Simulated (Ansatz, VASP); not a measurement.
## One calculation of KTaO3, two programs

```
CELL_PARAMETERS angstrom
3.96667 0.00000 0.00000
0.00000 3.96667 0.00000
0.00000 0.00000 4.47520
ATOMIC_POSITIONS crystal
K 0.50000 0.50000 0.50000
Ta 0.00000 0.00000 0.00000
O 0.50000 0.00000 0.00000
O 0.00000 0.50000 0.00000
O 0.00000 0.00000 0.50000
```

Alike in both runs: task single point; functional PBE; k mesh 8 × 8 × 8; occupations gaussian, width 0.05 eV; no spin polarisation.

```csv
,VASP,Ansatz
version,VASP 6.6.1,Ansatz 0.2.0
potentials or method,"VASP PAW PBE potentials, release 64 (K_sv, Ta_pv, O), cutoff 520 eV","scalar-relativistic, plane waves, PAW"
valence electrons in the cell,38,40
```

```csv
,VASP,Ansatz,Ansatz less VASP
gap on the k mesh at the Fermi level (eV),1.75,1.78,+0.036
least direct gap on the mesh (eV),2.09,2.12,+0.032
pressure (GPa),-7.7,-8.2,-0.44
"traceless stress, the component that is largest in VASP (GPa)",-16.97,-16.71,+0.262
```

VASP's potentials hold 38 valence electrons a cell and Ansatz's 40, so a difference there can come from the potentials and not from the codes.

Spin-orbit coupling is off throughout.
